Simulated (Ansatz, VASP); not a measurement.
**BeTe: VASP beside Ansatz**

INCAR

```
SYSTEM = BeTe
PREC     = Accurate       ! precision mode
ENCUT    = 520            ! plane-wave cutoff, eV
EDIFF    = 1E-6           ! SCF threshold, eV
ISMEAR   = -1             ! smearing method
SIGMA    = 0.08           ! smearing width, eV
LREAL    = .FALSE.        ! projectors in reciprocal space
LASPH    = .TRUE.         ! aspherical terms in the spheres
NELM     = 60             ! most SCF steps
ALGO     = Normal         ! electronic algorithm
ISIF     = 2              ! what is computed and relaxed
LWAVE    = .FALSE.        ! write WAVECAR
LCHARG   = .FALSE.        ! write CHGCAR
GGA      = PS             ! functional
NBANDS   = 11             ! bands
```

The input KPOINTS:

```
regular mesh
0
G
  15 15 15
  0 0 0
```

File POSCAR:

```
BeTe
1.0
    0.0000000000      2.2357192788      2.2357192788
    2.2357192788      0.0000000000      2.2357192788
    2.2357192788      2.2357192788      0.0000000000
Be Te
1 1
Direct
    0.0000000000      0.0000000000      0.0000000000
    0.5000000000      0.5000000000      0.5000000000
```

Input for Ansatz:

```yaml
crystal:
  lattice:
    - [0.0, 2.2357192788, 2.2357192788]
    - [2.2357192788, 0.0, 2.2357192788]
    - [2.2357192788, 2.2357192788, 0.0]
  atoms:
    - { symbol: Be, position: [0.0, 0.0, 0.0] }
    - { symbol: Te, position: [0.5, 0.5, 0.5] }
kpoints:
  mp_grid: { grid: [15, 15, 15] }
  band_path:
    path:
      - [0.0, 0.0, 0.0]
      - [0.5, 0.0, 0.5]
      - [0.625, 0.25, 0.625]
      - [0.375, 0.375, 0.75]
      - [0.0, 0.0, 0.0]
      - [0.5, 0.5, 0.5]
      - [0.5, 0.25, 0.75]
      - [0.5, 0.0, 0.5]
    npoints: 8
scf:
  occupations: { method: fermi_dirac, width: 0.08 }
hamiltonian:
  xc: pbesol
  pseudopotentials: { kind: paw }
output:
  forces: true
  stress: true
  eigenvalues: true
  populations: true
  dos: { projected: true, de: 0.2, e_range: [-14, 8] }
  write_density: true
  write_potential: true
  elf: true
  volumetric_format: npy
```

Change from the starting cell: volume scaled by 0.6, PAW files.

Alike in both runs: task single point; functional PBEsol; k mesh 15 × 15 × 15; occupations fermi-dirac, width 0.08 eV; no spin polarisation.

|  | VASP | Ansatz |
| --- | --- | --- |
| version | VASP 6.6.1 | Ansatz 0.2.0 |
| potentials or method | VASP PAW PBE potentials, release 64 (Be, Te) | PAW with Ansatz's default frozen-core files, scalar-relativistic |
| plane-wave cutoff (eV) | 520 | 420 |
| valence electrons in the cell | 8 | 18 |

|  | VASP | Ansatz | Ansatz less VASP |
| --- | --- | --- | --- |
| pressure (GPa) | 105.5 | 103.8 | -1.72 |

VASP's potentials were made for PBE, not for PBEsol. Both programs put the cell under a high pressure, so it lies far from rest at this level. VASP's potentials hold 8 valence electrons a cell and Ansatz's 18, so a difference there can come from the potentials and not from the codes.

Neither program's run includes spin-orbit coupling. Noted on VASP's run: the cell as given lies far from equilibrium.
